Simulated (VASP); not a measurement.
# Ge (Fd-3m) in VASP: notebook

The runs below take Ge through relaxation of cell and atoms, with LDA.

All numbers are computed with VASP 6.6.1; they aren't measurements. Logs are shortened: lines on timing, memory, paths and dates and some standing lists are left out, and cuts for length are marked.

## (1) The cell of the first run

The structure is cubic, space group Fd-3m (No. 227). The conventional cell has a = 5.143 Å, b = 5.143 Å, c = 5.143 Å, α = 90.00°, β = 90.00°, γ = 90.00°. Ge (site symmetry -43m) has 4 Ge at 2.23 Å within 2.9 Å.

## (2) Relaxation of cell and atoms, LDA, target pressure 25 GPa, at which the enthalpy is minimised

Contents of INCAR:

```
SYSTEM = Ge
PREC = Accurate
ENCUT = 600
EDIFF = 1E-7
ISMEAR = -1
SIGMA = 0.05
LREAL = .False.
LASPH = .True.
NELM = 60
ALGO = Normal
ISIF = 3
LWAVE = .False.
LCHARG = .False.
IBRION = 2
NSW = 60
EDIFFG = -0.005
PSTRESS = 250.0
```

Contents of KPOINTS:

```
regular mesh
0
Gamma
  12 12 12
  0 0 0
```

Contents of POSCAR:

```
Ge
1.0
    0.0000000000      2.5715396415      2.5715396415
    2.5715396415      0.0000000000      2.5715396415
    2.5715396415      2.5715396415      0.0000000000
Ge
2
Direct
   -0.1250000000     -0.1250000000     -0.1250000000
    0.1250000000      0.1250000000      0.1250000000
```

Potentials or basis: VASP PAW LDA potentials, release 64 (Ge_d).

Launch:

```sh
$ cat potpaw_LDA.64/Ge_d/POTCAR > POTCAR
$ mpirun -np 1 vasp_std > vasp.out
```

OUTCAR:

```text
SYSTEM = Ge
   PREC = Accurate
   ENCUT = 600
   EDIFF = 1E-7
   ISMEAR = -1
   LREAL = .False.
   LASPH = .True.
   NELM = 60
   ISIF = 3
   IBRION = 2
   NSW = 60
   EDIFFG = -0.005
   PSTRESS = 250.0

 ion  position               nearest neighbor table
   1  0.875  0.875  0.875-   2 2.23   2 2.23   2 2.23   2 2.23
   2  0.125  0.125  0.125-   1 2.23   1 2.23   1 2.23   1 2.23

  LATTYP: Found a face centered cubic cell.
 ALAT       =     5.1430792830

  Lattice vectors:

 A1 = (   0.0000000000,   2.5715396415,   2.5715396415)
 A2 = (   2.5715396415,   0.0000000000,   2.5715396415)
 A3 = (   2.5715396415,   2.5715396415,   0.0000000000)

Analysis of symmetry for initial positions (statically):
=====================================================================
 Subroutine PRICEL returns:
 Original cell was already a primitive cell.

 Routine SETGRP: Setting up the symmetry group for a
 face centered cubic supercell.

 Subroutine GETGRP returns: Found 48 space group operations
 (whereof 12 operations were pure point group operations)
 out of a pool of 48 trial point group operations.

The static configuration has the point symmetry D_3d.
 The point group associated with its full space group is O_h .

Analysis of symmetry for dynamics (positions and initial velocities):
=====================================================================
 Subroutine PRICEL returns:
 Original cell was already a primitive cell.

 Routine SETGRP: Setting up the symmetry group for a
 face centered cubic supercell.

 Subroutine GETGRP returns: Found 48 space group operations
 (whereof 12 operations were pure point group operations)
 out of a pool of 48 trial point group operations.

The dynamic configuration has the point symmetry D_3d.
 The point group associated with its full space group is O_h .

 Subroutine INISYM returns: Found 48 space group operations
 (whereof 12 operations are pure point group operations),
 and found     1 'primitive' translations

----------------------------------------------------------------------------------------

                                     Primitive cell

  volume of cell :      34.0102

  direct lattice vectors                    reciprocal lattice vectors
     0.000000000  2.571539641  2.571539641    -0.194436046  0.194436046  0.194436046
     2.571539641  0.000000000  2.571539641     0.194436046 -0.194436046  0.194436046
     2.571539641  2.571539641  0.000000000     0.194436046  0.194436046 -0.194436046

  length of vectors
     3.636706237  3.636706237  3.636706237     0.336773110  0.336773110  0.336773110

  position of ions in fractional coordinates (direct lattice)
     0.875000000  0.875000000  0.875000000
     0.125000000  0.125000000  0.125000000

  ion indices of the primitive-cell ions
   primitive index   ion index
                 1           1
                 2           2

----------------------------------------------------------------------------------------

 KPOINTS: regular mesh

Automatic generation of k-mesh.
 Grid dimensions read from file:
 generate k-points for:   12   12   12

 Generating k-lattice:

  Cartesian coordinates                     Fractional coordinates (reciprocal lattice)
    -0.016203004  0.016203004  0.016203004     0.083333333  0.000000000  0.000000000
     0.016203004 -0.016203004  0.016203004     0.000000000  0.083333333  0.000000000
     0.016203004  0.016203004 -0.016203004     0.000000000  0.000000000  0.083333333

  Length of vectors
     0.028064426  0.028064426  0.028064426

  Shift w.r.t. Gamma in fractional coordinates (k-lattice)
     0.000000000  0.000000000  0.000000000

 Subroutine IBZKPT returns following result:
 ===========================================

 Found     72 irreducible k-points:

 Following reciprocal coordinates:
            Coordinates               Weight
  0.000000  0.000000  0.000000      1.000000
  0.083333  0.000000  0.000000      8.000000
  0.166667  0.000000  0.000000      8.000000
  0.250000  0.000000  0.000000      8.000000
  0.333333  0.000000  0.000000      8.000000
  0.416667  0.000000  0.000000      8.000000
[... 16 lines left out ...]
  0.500000  0.166667  0.000000     24.000000
 -0.416667  0.166667  0.000000     24.000000
 [... further k-points ...]
   k-points           NKPTS =     72   k-points in BZ     NKDIM =     72   number of bands    NBANDS=     18
   number of dos      NEDOS =    301   number of ions     NIONS =      2
   total plane-waves  NPLWV =  27000
   dimension x,y,z NGX =    30 NGY =   30 NGZ =   30
   dimension x,y,z NGXF=    60 NGYF=   60 NGZF=   60
   ions per type =               2
   NGX,Y,Z   is equivalent  to a cutoff of  13.71, 13.71, 13.71 a.u.
   NGXF,Y,Z  is equivalent  to a cutoff of  27.43, 27.43, 27.43 a.u.
 SYSTEM =  Ge
   PREC   = accura    normal or accurate (medium, high low for compatibility)
   ISTART =      0    job   : 0-new  1-cont  2-samecut
   ICHARG =      2    charge: 1-file 2-atom 10-const
   ISPIN  =      1    spin polarized calculation?
   LNONCOLLINEAR =      F non collinear calculations
   LSORBIT =      F    spin-orbit coupling
   LASPH  =      T    aspherical Exc in radial PAW
   ENCUT  =  600.0 eV  44.10 Ry    6.64 a.u.   7.26  7.26  7.26*2*pi/ulx,y,z
   NELM   =     60;   NELMIN=  2; NELMDL= -5     # of ELM steps
   EDIFF  = 0.1E-06   stopping-criterion for ELM
   LREAL  =      F    real-space projection
   EDIFFG = -.5E-02   stopping-criterion for IOM
   NSW    =     60    number of steps for IOM
   IBRION =      2    ionic relax: 0-MD 1-quasi-New 2-CG
   NFREE  =      1    steps in history (QN), initial steepest desc. (CG)
   ISIF   =      3    stress and relaxation
   ISYM   =      2    0-nonsym 1-usesym 2-fastsym
   POTIM  = 0.5000    time-step for ionic-motion
   TEBEG  =    0.0;   TEEND  =   0.0 temperature during run
   PSTRESS=  250.0 pullay stress
   NELECT =      28.0000    total number of electrons
   NUPDOWN=      -1.0000    fix difference up-down
   EMIN   =  10.00;   EMAX   =-10.00  energy-range for DOS
   EFERMI =   0.00;   METHOD = LEGACY
   ISMEAR =    -1;   SIGMA  =   0.05  broadening in eV -4-tet -1-fermi 0-gaus
   EFERMI_NEDOS =   21; number of points for ismear=-14 and -15
   IALGO  =     38    algorithm
   IMIX   =      4    mixing-type and parameters
     AMIX     =   0.40;   BMIX     =  1.00
     AMIX_MAG =   1.60;   BMIX_MAG =  1.00
  volume/ion in A,a.u.               =      17.01       114.76
  Fermi-wavevector in a.u.,A,eV,Ry     =   1.534349  2.899500 32.031220  2.354228
  Thomas-Fermi vector in A             =   2.641290
   LORBIT       =      0    0 simple, 1 ext, 2 COOP (PROOUT), +10 PAW based schemes
   GGA     = CA    functional components
   LHFCALC =     F    Hartree Fock is set to
   AEXX    =    0.0000 exact exchange contribution
   IVDW    =     0    specifies the selected vdW correction
   LEPSILON=     F    determine dielectric tensor
   LRPA    =     F    only Hartree local field effects (RPA)
 conjugate gradient relaxation of ions
 non-spin polarized calculation
  energy-cutoff  :      600.00
  volume of cell :       34.01
 maximum number of plane-waves:      1158
 NGX is ok and might be reduce to    30
   NGX = 15   NGY = 15   NGZ = 15

--------------------------------------- Ionic step        1  -------------------------------------------

 number of electron      27.9999998 magnetization

 Free energy of the ion-electron system (eV)
  ---------------------------------------------------
  ext. energy  EPLUGINS =         0.00000000
  ---------------------------------------------------
  free energy    TOTEN  =        -9.46053217 eV

  energy without entropy =       -9.45990525  energy(sigma->0) =       -9.46021871

------------------------ aborting loop because EDIFF is reached ----------------------------------------

  FORCE on cell =-STRESS in cart. coord.  units (eV):
  Direction    XX          YY          ZZ          XY          YZ          ZX
  --------------------------------------------------------------------------------------
  -------------------------------------------------------------------------------------
  Total        7.7307741      7.7307741      7.7307741      0.0000000     -0.0000000      0.0000000
  in kB      364.1865490    364.1865490    364.1865490      0.0000000     -0.0000000      0.0000000
  external PRESSURE =     114.1865490 kB  Pullay stress =     250.0000000 kB

 VOLUME and BASIS-vectors are now :
 -----------------------------------------------------------------------------
  energy-cutoff  :      600.00
  volume of cell :       34.01
      direct lattice vectors                 reciprocal lattice vectors
     0.000000000  2.571539641  2.571539641    -0.194436046  0.194436046  0.194436046
     2.571539641  0.000000000  2.571539641     0.194436046 -0.194436046  0.194436046
     2.571539641  2.571539641  0.000000000     0.194436046  0.194436046 -0.194436046
[... 84 lines left out ...]
  FREE ENERGIE OF THE ION-ELECTRON SYSTEM (eV)
  ---------------------------------------------------
  free  energy   TOTEN  =        -9.8607859219 eV

  energy  without entropy=       -9.8603894103  energy(sigma->0) =       -9.86058767

  enthalpy is  TOTEN    =        -4.2232935084 eV   P V=        5.6374924135

--------------------------------------- Ionic step        4  -------------------------------------------

 number of electron      28.0000011 magnetization

 Free energy of the ion-electron system (eV)
  ---------------------------------------------------
  ext. energy  EPLUGINS =         0.00000000
  ---------------------------------------------------
  free energy    TOTEN  =        -9.84994861 eV

  energy without entropy =       -9.84954505  energy(sigma->0) =       -9.84974683

 E-fermi :   7.2735     XC(G=0): -11.4109

 val. band max:        7.2446970667   @ k =   0.0000   0.0000   0.0000
 cond. band min:       7.3465860360   @ k =   0.4167   0.4167   0.0000
 fundamental gap:      0.1018889692
 Fermi energy:         7.2735118693

 k-point     1 :       0.0000    0.0000    0.0000
  band No.  band energies     occupation
      1     -18.1895      2.00000
      2     -18.1895      2.00000
      3     -18.1895      2.00000
      4     -18.1318      2.00000
      5     -18.1318      2.00000
      6     -17.7605      2.00000
[... 10 lines left out ...]
     17       9.8231      0.00000
     18       9.8231      0.00000
[... 463 lines left out ...]
 k-point    24 :      -0.4167    0.1667    0.0000
  band No.  band energies     occupation
      1     -18.2613      2.00000
      2     -18.2416      2.00000
      3     -18.1234      2.00000
      4     -18.0343      2.00000
      5     -18.0192      2.00000
      6     -17.8573      2.00000
[... 10 lines left out ...]
     17      12.2639      0.00000
     18      15.6914      0.00000

 [... further k-points ...]
[... 5 lines left out ...]
  --------------------------------------------------------------------------------------
  -------------------------------------------------------------------------------------
  Total        5.6253088      5.6253088      5.6253088     -0.0000000      0.0000000      0.0000000
  in kB      249.9439989    249.9439989    249.9439989     -0.0000000      0.0000000      0.0000000
  external PRESSURE =      -0.0560011 kB  Pullay stress =     250.0000000 kB

 VOLUME and BASIS-vectors are now :
 -----------------------------------------------------------------------------
  energy-cutoff  :      600.00
  volume of cell :       36.06
      direct lattice vectors                 reciprocal lattice vectors
     0.000000000  2.622173432  2.622173432    -0.190681514  0.190681514  0.190681514
     2.622173432  0.000000000  2.622173432     0.190681514 -0.190681514  0.190681514
     2.622173432  2.622173432  0.000000000     0.190681514  0.190681514 -0.190681514

 POSITION                                       TOTAL-FORCE (eV/Angst)
 -----------------------------------------------------------------------------------
      4.58880      4.58880      4.58880         0.000000      0.000000      0.000000
      0.65554      0.65554      0.65554        -0.000000     -0.000000     -0.000000
 -----------------------------------------------------------------------------------
    total drift:                               -0.000000      0.000000      0.000000

  FREE ENERGIE OF THE ION-ELECTRON SYSTEM (eV)
  ---------------------------------------------------
  free  energy   TOTEN  =        -9.8499486117 eV

  energy  without entropy=       -9.8495450498  energy(sigma->0) =       -9.84974683

  enthalpy is  TOTEN    =        -4.2233794677 eV   P V=        5.6265691440

 reached required accuracy - stopping structural energy minimisation
```

Run time: 3.1 min. Hardware: 1 thread of Intel Xeon 8259CL, shared host; peak memory 0.18 GiB.

Results:

```
Free energy                                                : -9.8499 eV
Relaxed volume                                             : 18.03 Å³/atom
Relaxed cell                                               : a = 3.708 Å, b = 3.708 Å, c = 3.708 Å, α = 60.00°, β = 60.00°, γ = 60.00°
Space group after relaxing (to 0.1 Å)                      : Fd-3m (No. 227)
Energy change on relaxing (the run minimises the enthalpy) : -194.7 meV/atom
Ionic steps                                                : 4
Pressure after relaxing                                    : 25.0 GPa
Band gap on the k mesh                                     : 0.10 eV (least direct gap 2.09 eV)
```

Step by step:
| step | energy change (eV) | largest force (eV/Å) | pressure (GPa) | volume (Å³) |
| --- | --- | --- | --- | --- |
| 1 | 0.0000 | 0.0000 | 36.42 | 34.01 |
| 2 | -0.8230 | 0.0000 | 9.03 | 40.33 |
| 3 | -0.4003 | 0.0000 | 24.64 | 36.13 |
| 4 | -0.3894 | 0.0000 | 24.99 | 36.06 |

Final structure:
```
Ge
1.0
     0.00000    2.62217    2.62217
     2.62217    0.00000    2.62217
     2.62217    2.62217    0.00000
Ge
2
Direct
  0.87500 0.87500 0.87500
  0.12500 0.12500 0.12500
```

Caveat: the cell is relaxed towards a set pressure, so the run minimises the enthalpy, not the energy.

## (3) Relaxation of cell and atoms, LDA, target pressure 25 GPa, at which the enthalpy is minimised

This run uses another cell than the first one, of 17.98 Å³/atom.

Contents of INCAR:

```
SYSTEM = Ge
  PREC = Accurate
  ENCUT = 600
  EDIFF = 1E-6
  ISMEAR = -1
  SIGMA = 0.05
  LREAL = .FALSE.
  LASPH = .TRUE.
  NELM = 60
  ALGO = Normal
  ISIF = 3
  LWAVE = .FALSE.
  LCHARG = .FALSE.
  IBRION = 2
  NSW = 32
  EDIFFG = -0.005
  PSTRESS = 250.0
```

Contents of KPOINTS:

```
regular mesh
0
G
  12 12 12
  0 0 0
```

Contents of POSCAR:

```
Ge
1.0
    0.0000000000      2.6199329571      2.6199329571
    2.6199329571      0.0000000000      2.6199329571
    2.6199329571      2.6199329571      0.0000000000
Ge
2
Direct
   -0.1250000000     -0.1250000000     -0.1250000000
    0.1250000000      0.1250000000      0.1250000000
```

Potentials or basis: VASP PAW LDA potentials, release 64 (Ge_d).

Launch:

```sh
$ cat potpaw_LDA.64/Ge_d/POTCAR > POTCAR
$ mpirun -np 1 vasp_std > vasp.out
```

OUTCAR:

```text
SYSTEM = Ge
   PREC = Accurate
   ENCUT = 600
   EDIFF = 1E-6
   ISMEAR = -1
   LREAL = .FALSE.
   LASPH = .TRUE.
   NELM = 60
   ISIF = 3
   IBRION = 2
   NSW = 32
   EDIFFG = -0.005
   PSTRESS = 250.0

 ion  position               nearest neighbor table
   1  0.875  0.875  0.875-   2 2.27   2 2.27   2 2.27   2 2.27
   2  0.125  0.125  0.125-   1 2.27   1 2.27   1 2.27   1 2.27

  LATTYP: Found a face centered cubic cell.
 ALAT       =     5.2398659142

  Lattice vectors:

 A1 = (   0.0000000000,   2.6199329571,   2.6199329571)
 A2 = (   2.6199329571,   0.0000000000,   2.6199329571)
 A3 = (   2.6199329571,   2.6199329571,   0.0000000000)

Analysis of symmetry for initial positions (statically):
=====================================================================
 Subroutine PRICEL returns:
 Original cell was already a primitive cell.

 Routine SETGRP: Setting up the symmetry group for a
[... 362 lines left out ...]

 Free energy of the ion-electron system (eV)
  ---------------------------------------------------
  ext. energy  EPLUGINS =         0.00000000
  ---------------------------------------------------
  free energy    TOTEN  =        -9.85110369 eV

  energy without entropy =       -9.85070080  energy(sigma->0) =       -9.85090225

 E-fermi :   7.2716     XC(G=0): -11.4101

 val. band max:        7.2425649869   @ k =   0.0000   0.0000   0.0000
 cond. band min:       7.3448354336   @ k =   0.4167   0.4167   0.0000
 fundamental gap:      0.1022704466
 Fermi energy:         7.2715909132

 k-point     1 :       0.0000    0.0000    0.0000
  band No.  band energies     occupation
      1     -18.1915      2.00000
      2     -18.1915      2.00000
      3     -18.1915      2.00000
      4     -18.1337      2.00000
      5     -18.1337      2.00000
      6     -17.7626      2.00000
[... 481 lines left out ...]
      5     -18.0213      2.00000
      6     -17.8594      2.00000
[... 10 lines left out ...]
     17      12.2616      0.00000
     18      15.6886      0.00000

 [... further k-points ...]
[... 5 lines left out ...]
  --------------------------------------------------------------------------------------
  -------------------------------------------------------------------------------------
  Total        5.6221797      5.6221797      5.6221797     -0.0000000     -0.0000000     -0.0000000
  in kB      249.7640858    249.7640858    249.7640858     -0.0000000     -0.0000000     -0.0000000
  external PRESSURE =      -0.2359142 kB  Pullay stress =     250.0000000 kB
[... 21 lines left out ...]
  energy  without entropy=       -9.8507008019  energy(sigma->0) =       -9.85090225

  enthalpy is  TOTEN    =        -4.2236135515 eV   P V=        5.6274901390

 reached required accuracy - stopping structural energy minimisation
```

CONTCAR:

```text
Ge
   1.00000000000000
    -0.0000000000000000    2.6223164957617136    2.6223164957617136
     2.6223164957617136   -0.0000000000000000    2.6223164957617136
     2.6223164957617136    2.6223164957617136    0.0000000000000000
  Ge
     2
Direct
     0.8750000000000000    0.8750000000000000    0.8750000000000000
     0.1250000000000000    0.1250000000000000    0.1250000000000000

  0.00000000E+00  0.00000000E+00  0.00000000E+00
  0.00000000E+00  0.00000000E+00  0.00000000E+00
```

Wall time 3.2 min (1 thread of Intel Xeon 8259CL, shared host); peak memory 0.18 GiB.

What came out:

```yaml
Free_energy: -9.8511 eV
Relaxed_volume: 18.03 Å³/atom
Relaxed_cell: a = 3.709 Å, b = 3.709 Å, c = 3.709 Å, α = 60.00°, β = 60.00°, γ = 60.00°
Space_group_after_relaxing_to_0.1_Å: Fd-3m (No. 227)
Energy_change_on_relaxing_the_run_minimises_the_enthalpy: -7.7 meV/atom
Ionic_steps: 6
Pressure_after_relaxing: 25.0 GPa
Band_gap_on_the_k_mesh: 0.10 eV (least direct gap 2.09 eV)
```

Step by step:
| step | energy change (eV) | largest force (eV/Å) | pressure (GPa) | volume (Å³) |
| --- | --- | --- | --- | --- |
| 1 | 0.0000 | 0.0000 | 25.30 | 35.97 |
| 2 | -0.0271 | 0.0000 | 24.51 | 36.14 |
| 3 | -0.0146 | 0.0000 | 25.23 | 36.06 |
| 4 | -0.0185 | 0.0000 | 24.75 | 36.08 |
| 5 | -0.0164 | 0.0000 | 24.74 | 36.07 |
| 6 | -0.0154 | 0.0000 | 24.98 | 36.06 |

Final structure:
```
Ge
1.0
     0.00000    2.62232    2.62232
     2.62232    0.00000    2.62232
     2.62232    2.62232    0.00000
Ge
2
Direct
  0.87500 0.87500 0.87500
  0.12500 0.12500 0.12500
```

Levels at points of the mesh, in eV from the valence-band top:
```
           k point  band 12  band 13  band 14  band 15  band 16  band 17
(0.00, 0.00, 0.00)     0.00     0.00     0.00     2.09     2.58     2.58
(0.50, 0.00, 0.00)    -8.94    -1.81    -1.81     0.86     3.77     3.77
(0.50, 0.50, 0.00)    -9.94    -3.98    -3.98     0.29     0.29    11.40
```

Caveat: the cell is relaxed towards a set pressure, so the run minimises the enthalpy, not the energy. A k mesh can miss the band edges.
